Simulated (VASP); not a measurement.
# Mg (Im-3m) in VASP: a series of runs

The runs below take Mg through electric field gradients, with PBEsol.

All numbers are computed with VASP 6.6.1; they aren't measurements. Logs are shortened: lines on timing, memory, paths and dates and some standing lists are left out, and cuts for length are marked.

**1. The cell of the first run**

Symmetry: Im-3m, No. 229, cubic system. Conventional cell: a = 2.963 Å, b = 2.963 Å, c = 2.963 Å, α = 90.00°, β = 90.00°, γ = 90.00°. Within 3.4 Å of Mg (site symmetry m-3m) lie 14 Mg at 2.57 to 2.96 Å.

**2. Electric field gradients, PBEsol (volume scaled by 1.01)**

The input, INCAR:

```
SYSTEM = Mg
PREC = Accurate
ENCUT = 520
EDIFF = 1E-8
ISMEAR = -1
SIGMA = 0.05
LREAL = .FALSE.
LASPH = .TRUE.
NELM = 100
ALGO = Normal
ISIF = 2
LWAVE = .FALSE.
LCHARG = .FALSE.
GGA = PS
LEFG = .TRUE.
NBANDS = 7
```

The input, KPOINTS:

```
regular mesh
0
G
  16 16 16
  0 0 0
```

The input, POSCAR:

```
Mg
1.0
   -1.4814053516      1.4814053516      1.4814053516
    1.4814053516     -1.4814053516      1.4814053516
    1.4814053516      1.4814053516     -1.4814053516
Mg
1
Direct
    0.0000000000      0.0000000000      0.0000000000
```

Potentials or basis: VASP PAW PBE potentials, release 64 (Mg).

Launch:

```sh
$ cat potpaw_PBE.64/Mg/POTCAR > POTCAR
$ mpirun -np 1 vasp_std > vasp.out
```

OUTCAR:

```text
SYSTEM = Mg
   PREC = Accurate
   ENCUT = 520
   EDIFF = 1E-8
   ISMEAR = -1
   LREAL = .FALSE.
   LASPH = .TRUE.
   NELM = 100
   ISIF = 2
   GGA = PS

 ion  position               nearest neighbor table
   1  0.000  0.000  0.000-

  LATTYP: Found a body centered cubic cell.
 ALAT       =     2.9628107032

  Lattice vectors:

 A1 = (  -1.4814053516,   1.4814053516,   1.4814053516)
 A2 = (   1.4814053516,  -1.4814053516,   1.4814053516)
 A3 = (   1.4814053516,   1.4814053516,  -1.4814053516)

Analysis of symmetry for initial positions (statically):
=====================================================================
 Subroutine PRICEL returns:
 Original cell was already a primitive cell.

 Routine SETGRP: Setting up the symmetry group for a
 body centered cubic supercell.

 Subroutine GETGRP returns: Found 48 space group operations
 (whereof 48 operations were pure point group operations)
 out of a pool of 48 trial point group operations.

The static configuration has the point symmetry O_h .

Analysis of symmetry for dynamics (positions and initial velocities):
=====================================================================
 Subroutine PRICEL returns:
 Original cell was already a primitive cell.

 Routine SETGRP: Setting up the symmetry group for a
 body centered cubic supercell.

 Subroutine GETGRP returns: Found 48 space group operations
 (whereof 48 operations were pure point group operations)
 out of a pool of 48 trial point group operations.

The dynamic configuration has the point symmetry O_h .

 Subroutine INISYM returns: Found 48 space group operations
 (whereof 48 operations are pure point group operations),
 and found     1 'primitive' translations

----------------------------------------------------------------------------------------

                                     Primitive cell

  volume of cell :      13.0041

  direct lattice vectors                    reciprocal lattice vectors
    -1.481405352  1.481405352  1.481405352     0.000000000  0.337517344  0.337517344
     1.481405352 -1.481405352  1.481405352     0.337517344  0.000000000  0.337517344
     1.481405352  1.481405352 -1.481405352     0.337517344  0.337517344  0.000000000

  length of vectors
     2.565869336  2.565869336  2.565869336     0.477321606  0.477321606  0.477321606

  position of ions in fractional coordinates (direct lattice)
     0.000000000  0.000000000  0.000000000

  ion indices of the primitive-cell ions
   primitive index   ion index
                 1           1

----------------------------------------------------------------------------------------

 KPOINTS: regular mesh

Automatic generation of k-mesh.
 Grid dimensions read from file:
 generate k-points for:   16   16   16

 Generating k-lattice:

  Cartesian coordinates                     Fractional coordinates (reciprocal lattice)
     0.000000000  0.021094834  0.021094834     0.062500000  0.000000000  0.000000000
     0.021094834  0.000000000  0.021094834     0.000000000  0.062500000  0.000000000
     0.021094834  0.021094834  0.000000000     0.000000000  0.000000000  0.062500000

  Length of vectors
     0.029832600  0.029832600  0.029832600

  Shift w.r.t. Gamma in fractional coordinates (k-lattice)
     0.000000000  0.000000000  0.000000000

 Subroutine IBZKPT returns following result:
 ===========================================

 Found    145 irreducible k-points:

 Following reciprocal coordinates:
            Coordinates               Weight
  0.000000  0.000000  0.000000      1.000000
  0.062500  0.000000  0.000000     12.000000
  0.125000  0.000000  0.000000     12.000000
  0.187500  0.000000  0.000000     12.000000
  0.250000  0.000000  0.000000     12.000000
  0.312500  0.000000  0.000000     12.000000
[... 16 lines left out ...]
  0.187500  0.187500  0.000000     24.000000
  0.250000  0.187500  0.000000     48.000000
 [... further k-points ...]
   k-points           NKPTS =    145   k-points in BZ     NKDIM =    145   number of bands    NBANDS=      7
   number of dos      NEDOS =    301   number of ions     NIONS =      1
   total plane-waves  NPLWV =   8000
   dimension x,y,z NGX =    20 NGY =   20 NGZ =   20
   dimension x,y,z NGXF=    40 NGYF=   40 NGZF=   40
   ions per type =               1
   NGX,Y,Z   is equivalent  to a cutoff of  12.96, 12.96, 12.96 a.u.
   NGXF,Y,Z  is equivalent  to a cutoff of  25.92, 25.92, 25.92 a.u.
 SYSTEM =  Mg
   PREC   = accura    normal or accurate (medium, high low for compatibility)
   ISTART =      0    job   : 0-new  1-cont  2-samecut
   ICHARG =      2    charge: 1-file 2-atom 10-const
   ISPIN  =      1    spin polarized calculation?
   LNONCOLLINEAR =      F non collinear calculations
   LSORBIT =      F    spin-orbit coupling
   LASPH  =      T    aspherical Exc in radial PAW
   ENCUT  =  520.0 eV  38.22 Ry    6.18 a.u.   4.77  4.77  4.77*2*pi/ulx,y,z
   NELM   =    100;   NELMIN=  2; NELMDL= -5     # of ELM steps
   EDIFF  = 0.1E-07   stopping-criterion for ELM
   LREAL  =      F    real-space projection
   EDIFFG = 0.1E-06   stopping-criterion for IOM
   NSW    =      0    number of steps for IOM
   IBRION =     -1    ionic relax: 0-MD 1-quasi-New 2-CG
   NFREE  =      0    steps in history (QN), initial steepest desc. (CG)
   ISIF   =      2    stress and relaxation
   ISYM   =      2    0-nonsym 1-usesym 2-fastsym
   POTIM  = 0.5000    time-step for ionic-motion
   TEBEG  =    0.0;   TEEND  =   0.0 temperature during run
   PSTRESS=    0.0 pullay stress
   NELECT =       2.0000    total number of electrons
   NUPDOWN=      -1.0000    fix difference up-down
   EMIN   =  10.00;   EMAX   =-10.00  energy-range for DOS
   EFERMI =   0.00;   METHOD = LEGACY
   ISMEAR =    -1;   SIGMA  =   0.05  broadening in eV -4-tet -1-fermi 0-gaus
   EFERMI_NEDOS =   21; number of points for ismear=-14 and -15
   IALGO  =     38    algorithm
   IMIX   =      4    mixing-type and parameters
     AMIX     =   0.40;   BMIX     =  1.00
     AMIX_MAG =   1.60;   BMIX_MAG =  1.00
  volume/ion in A,a.u.               =      13.00        87.76
  Fermi-wavevector in a.u.,A,eV,Ry     =   0.877117  1.657511 10.467431  0.769334
  Thomas-Fermi vector in A             =   1.997021
   LORBIT       =      0    0 simple, 1 ext, 2 COOP (PROOUT), +10 PAW based schemes
   GGA     = PS    functional components
   LHFCALC =     F    Hartree Fock is set to
   AEXX    =    0.0000 exact exchange contribution
   IVDW    =     0    specifies the selected vdW correction
   LEPSILON=     F    determine dielectric tensor
   LRPA    =     F    only Hartree local field effects (RPA)
 non-spin polarized calculation
  energy-cutoff  :      520.00
  volume of cell :       13.00
 maximum number of plane-waves:       370
   NGX =  9   NGY =  9   NGZ =  9

 number of electron       2.0000000 magnetization

 Free energy of the ion-electron system (eV)
  ---------------------------------------------------
  ext. energy  EPLUGINS =         0.00000000
  ---------------------------------------------------
  free energy    TOTEN  =        -0.58553985 eV

  energy without entropy =       -0.58320079  energy(sigma->0) =       -0.58437032

 E-fermi :   6.4010     XC(G=0): -10.5371

 val. band max:        6.3567013920   @ k =   0.3750   0.1250   0.1250
 cond. band min:       6.4436790017   @ k =   0.3750   0.1875   0.0625
 fundamental gap:      0.0869776097
 Fermi energy:         6.4009539812

 k-point     1 :       0.0000    0.0000    0.0000
  band No.  band energies     occupation
      1      -3.3652      2.00000
      2      23.7362      0.00000
      3      23.7362      0.00000
      4      23.7362      0.00000
      5      26.4939      0.00000
      6      26.4939      0.00000
      7      28.2606      0.00000

 k-point     2 :       0.0625    0.0000    0.0000
  band No.  band energies     occupation
      1      -3.2298      2.00000
      2      22.4735      0.00000
      3      23.0139      0.00000
      4      23.5772      0.00000
      5      25.4474      0.00000
      6      25.6464      0.00000
      7      29.1549      0.00000
[... 201 lines left out ...]
 k-point    23 :       0.1875    0.1875    0.0000
  band No.  band energies     occupation
      1       0.1706      2.00000
      2      12.5625      0.00000
      3      14.5951      0.00000
      4      20.7356      0.00000
      5      24.0230      0.00000
      6      27.1404      0.00000
      7      30.8621      0.00000

 k-point    24 :       0.2500    0.1875    0.0000
  band No.  band energies     occupation
      1       1.4183      2.00000
      2      10.6300      0.00000
      3      13.4542      0.00000
      4      20.1498      0.00000
      5      24.0823      0.00000
      6      27.5679      0.00000
      7      30.6966      0.00000

 [... further k-points ...]

------------------------ aborting loop because EDIFF is reached ----------------------------------------

  FORCE on cell =-STRESS in cart. coord.  units (eV):
  Direction    XX          YY          ZZ          XY          YZ          ZX
  --------------------------------------------------------------------------------------
  -------------------------------------------------------------------------------------
  Total        4.8018041      4.8018041      4.8018041      0.0000000      0.0000000     -0.0000000
  in kB      591.6069917    591.6069917    591.6069917      0.0000000      0.0000000     -0.0000000
  external PRESSURE =     591.6069917 kB  Pullay stress =       0.0000000 kB

 VOLUME and BASIS-vectors are now :
 -----------------------------------------------------------------------------
  energy-cutoff  :      520.00
  volume of cell :       13.00
      direct lattice vectors                 reciprocal lattice vectors
    -1.481405352  1.481405352  1.481405352     0.000000000  0.337517344  0.337517344
     1.481405352 -1.481405352  1.481405352     0.337517344  0.000000000  0.337517344
     1.481405352  1.481405352 -1.481405352     0.337517344  0.337517344  0.000000000

 POSITION                                       TOTAL-FORCE (eV/Angst)
 -----------------------------------------------------------------------------------
      0.00000      0.00000      0.00000        -0.000000      0.000000     -0.000000
 -----------------------------------------------------------------------------------
    total drift:                                0.000000      0.000000     -0.000000

  FREE ENERGIE OF THE ION-ELECTRON SYSTEM (eV)
  ---------------------------------------------------
  free  energy   TOTEN  =        -0.5855398549 eV

  energy  without entropy=       -0.5832007869  energy(sigma->0) =       -0.58437032

 Electric field gradients (V/A^2)
---------------------------------------------------------------------
 ion       V_xx      V_yy      V_zz      V_xy      V_xz      V_yz
---------------------------------------------------------------------
   1      -0.000    -0.000    -0.000     0.000     0.000     0.000
---------------------------------------------------------------------

 Electric field gradients after diagonalization (V/A^2)
 (convention: |V_zz| > |V_xx| > |V_yy|)
----------------------------------------------------------------------
 ion       V_xx      V_yy      V_zz     asymmetry (V_yy - V_xx)/ V_zz
----------------------------------------------------------------------
   1      -0.000    -0.000     0.000       0.000
----------------------------------------------------------------------

           NMR quadrupolar parameters

 Cq : quadrupolar parameter    Cq=e*Q*V_zz/h
 eta: asymmetry parameters     (V_yy - V_xx)/ V_zz
 Q  : nuclear electric quadrupole moment in mb (millibarn)
----------------------------------------------------------------------
 ion       Cq(MHz)       eta       Q (mb)
----------------------------------------------------------------------
   1       0.000       0.000       1.000
----------------------------------------------------------------------
```

Run time: 14 s. Hardware: 1 thread of Intel Xeon Platinum 8375C at 2.90GHz (Ice Lake), shared host; peak memory 0.13 GiB.

What came out:

```yaml
Free_energy: -0.5855 eV
Pressure: 59.2 GPa
Band_gap_on_the_k_mesh: zero (band 1 reaches 10.33 eV, above the bottom of band 2 at 5.49 eV)
```

Levels at points of the mesh, in eV from the Fermi level:
```csv
k point,band 1,band 2,band 3,band 4,band 5,band 6
"(0.00, 0.00, 0.00)",-9.77,17.34,17.34,17.34,20.09,20.09
"(0.50, 0.00, 0.00)",-2.30,-0.91,10.81,14.57,14.97,17.36
"(0.50, 0.50, 0.50)",3.92,3.92,6.12,6.12,6.12,15.50
```

Caveat: without QUAD_EFG the Cq values of the log hold for a quadrupole moment of 1 mb, not for the nuclei; the PAW data sets were made with another functional, which shifts forces and pressure a little.

**3. Electric field gradients, PBEsol (volume scaled by 1.04)**

The input, INCAR:

```
PREC = Accurate
ENCUT = 520
EDIFF = 1E-8
ISMEAR = -1
SIGMA = 0.05
LREAL = False
LASPH = True
NELM = 60
ALGO = Normal
ISIF = 2
LWAVE = False
LCHARG = False
GGA = PS
LEFG = True
NBANDS = 7
```

The input, KPOINTS:

```
Automatic mesh
0
Gamma
  16 16 16
```

The input, POSCAR:

```
Mg
1.0
   -1.4959298597      1.4959298597      1.4959298597
    1.4959298597     -1.4959298597      1.4959298597
    1.4959298597      1.4959298597     -1.4959298597
Mg
1
Direct
    0.0000000000      0.0000000000      0.0000000000
```

Potentials or basis: VASP PAW PBE potentials, release 64 (Mg).

Launch:

```sh
$ cat potpaw_PBE.64/Mg/POTCAR > POTCAR
$ mpirun -np 1 vasp_std > vasp.out
```

OUTCAR:

```text
PREC = Accurate
   ENCUT = 520
   EDIFF = 1E-8
   ISMEAR = -1
   LREAL = False
   LASPH = True
   NELM = 60
   ISIF = 2
   GGA = PS

 ion  position               nearest neighbor table
   1  0.000  0.000  0.000-

  LATTYP: Found a body centered cubic cell.
 ALAT       =     2.9918597194

  Lattice vectors:

 A1 = (  -1.4959298597,   1.4959298597,   1.4959298597)
[... 446 lines left out ...]
    total drift:                                0.000000      0.000000     -0.000000

  FREE ENERGIE OF THE ION-ELECTRON SYSTEM (eV)
  ---------------------------------------------------
  free  energy   TOTEN  =        -0.7205264120 eV

  energy  without entropy=       -0.7181167581  energy(sigma->0) =       -0.71932159

 Electric field gradients (V/A^2)
---------------------------------------------------------------------
 ion       V_xx      V_yy      V_zz      V_xy      V_xz      V_yz
---------------------------------------------------------------------
   1       0.000    -0.000    -0.000    -0.000    -0.000    -0.000
---------------------------------------------------------------------

 Electric field gradients after diagonalization (V/A^2)
 (convention: |V_zz| > |V_xx| > |V_yy|)
----------------------------------------------------------------------
 ion       V_xx      V_yy      V_zz     asymmetry (V_yy - V_xx)/ V_zz
----------------------------------------------------------------------
   1       0.000     0.000    -0.000       0.000
----------------------------------------------------------------------

           NMR quadrupolar parameters

 Cq : quadrupolar parameter    Cq=e*Q*V_zz/h
 eta: asymmetry parameters     (V_yy - V_xx)/ V_zz
 Q  : nuclear electric quadrupole moment in mb (millibarn)
----------------------------------------------------------------------
 ion       Cq(MHz)       eta       Q (mb)
----------------------------------------------------------------------
   1      -0.000       0.000       1.000
----------------------------------------------------------------------
```

OSZICAR:

```text
N       E                     dE             d eps       ncg     rms          rms(c)
DAV:   1     0.300988345564E+00    0.30099E+00   -0.90322E+02  2275   0.206E+02
DAV:   2    -0.753414351826E+00   -0.10544E+01   -0.98251E+00  2765   0.151E+01
DAV:   3    -0.756730635731E+00   -0.33163E-02   -0.33155E-02  2443   0.964E-01
DAV:   4    -0.756735428685E+00   -0.47930E-05   -0.47934E-05  2877   0.269E-02
DAV:   5    -0.756735445068E+00   -0.16383E-07   -0.16737E-07  2520   0.104E-03    0.747E-01
DAV:   6    -0.734772366595E+00    0.21963E-01   -0.18102E-04  2408   0.103E-01    0.475E-01
DAV:   7    -0.720646761571E+00    0.14126E-01   -0.52009E-04  2275   0.173E-01    0.188E-02
DAV:   8    -0.720535334932E+00    0.11143E-03   -0.15626E-05  2611   0.251E-02    0.554E-03
DAV:   9    -0.720526298148E+00    0.90368E-05   -0.33714E-06  2436   0.109E-02    0.640E-04
DAV:  10    -0.720526389035E+00   -0.90887E-07   -0.62007E-08  2436   0.154E-03    0.115E-04
DAV:  11    -0.720526419269E+00   -0.30234E-07   -0.30863E-10  1715   0.122E-04    0.118E-05
DAV:  12    -0.720526412039E+00    0.72300E-08   -0.26261E-11  1106   0.243E-05
   1 F= -.72052641E+00 E0= -.71932159E+00  d E =-.240965E-02
```

Wall time 13 s (1 thread of Intel Xeon Platinum 8375C at 2.90GHz (Ice Lake), shared host); peak memory 0.12 GiB.

What came out:

* Free energy: -0.7205 eV
* Pressure: 52.9 GPa
* Band gap on the k mesh: zero (band 1 reaches 10.10 eV, above the bottom of band 2 at 5.25 eV)

Caveat: without QUAD_EFG the Cq values of the log hold for a quadrupole moment of 1 mb, not for the nuclei; the PAW data sets were made with another functional, which shifts forces and pressure a little.

[end of part 1 of 2]
